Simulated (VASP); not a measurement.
AlNi: relaxation of cell and atoms with PBEsol

The system is AlNi.

```
Ni Al
1.0
     2.88100    0.00000    0.00000
     0.00000    2.88100    0.00000
     0.00000    0.00000    2.88100
Ni Al
1 1
Direct
  0.50000 0.50000 0.50000
  0.00000 0.00000 0.00000
```

| Property | Result |
| --- | --- |
| Program | VASP 6.6.1 |
| Task | relaxation of cell and atoms |
| Functional | PBEsol |
| Potentials or basis | VASP PAW PBE potentials, release 64 (Ni, Al) |
| Cutoff | 600 eV |
| k mesh | 9 × 9 × 9 |
| Occupations | fermi-dirac, width 0.05 eV |
| Spin | collinear spin, ferromagnetic start |
| Starting moments | [1.0, 0.0] μB |
| Target pressure | 10 GPa |
| Dipole correction | no |
| Further INCAR settings | ALGO = Normal; EDIFF = 1e-06; IBRION = 2; EDIFFG = -0.005; NSW = 80; ISIF = 3 |

```json
{
 "Relaxed volume": "11.13 Å³/atom",
 "Relaxed cell": "a = 2.813 Å, b = 2.813 Å, c = 2.813 Å, α = 90.00°, β = 90.00°, γ = 90.00°",
 "Space group after relaxing (to 0.05 Å)": "Pm-3m (No. 221)",
 "Energy change on relaxing (the enthalpy is what falls)": "+15.1 meV/atom",
 "Ionic steps": "6",
 "Pressure after relaxing": "9.9 GPa",
 "Net moment": "0.00 μB per cell",
 "Valence electrons inside the program's atomic spheres": "Ni 9.61; Al 0.84"
}
```

Step by step:
| step | energy change (eV) | largest force (eV/Å) | pressure (GPa) | volume (Å³) |
| --- | --- | --- | --- | --- |
| 1 | 0.0000 | 0.0000 | -3.20 | 23.91 |
| 2 | 0.2188 | 0.0000 | 28.67 | 20.66 |
| 3 | 0.0289 | 0.0000 | 9.76 | 22.29 |
| 4 | 0.0308 | 0.0000 | 10.08 | 22.26 |
| 5 | 0.0298 | 0.0000 | 9.93 | 22.28 |
| 6 | 0.0303 | 0.0000 | 9.94 | 22.27 |

Final structure:
```
Ni Al
1.0
     2.81336    0.00000    0.00000
     0.00000    2.81336    0.00000
     0.00000    0.00000    2.81336
Ni Al
1 1
Direct
  0.50000 0.50000 0.50000
  0.00000 0.00000 0.00000
```

Levels at points of the mesh, in eV from the Fermi level:
Spin up:
```
           k point  band 4  band 5  band 6  band 7  band 8  band 9
(0.00, 0.00, 0.00)   -1.73   -1.73   -1.73    5.78    5.78    5.78
```
Spin down:
```tsv
k point	band 2	band 3	band 4	band 5	band 6	band 7	band 8	band 9	band 10	band 11
(0.00, 0.00, 0.00)	-3.63	-3.63	-1.73	-1.73	-1.73	5.78	5.78	5.78	8.35	8.35
```

It took 2.5 min on 1 thread of AMD EPYC 7R13 (shared host), peak memory 0.14 GiB.

Caveat: the cell is relaxed towards a set pressure, so the enthalpy falls and the energy may rise; the PAW data sets were made with another functional, which shifts forces and pressure a little.
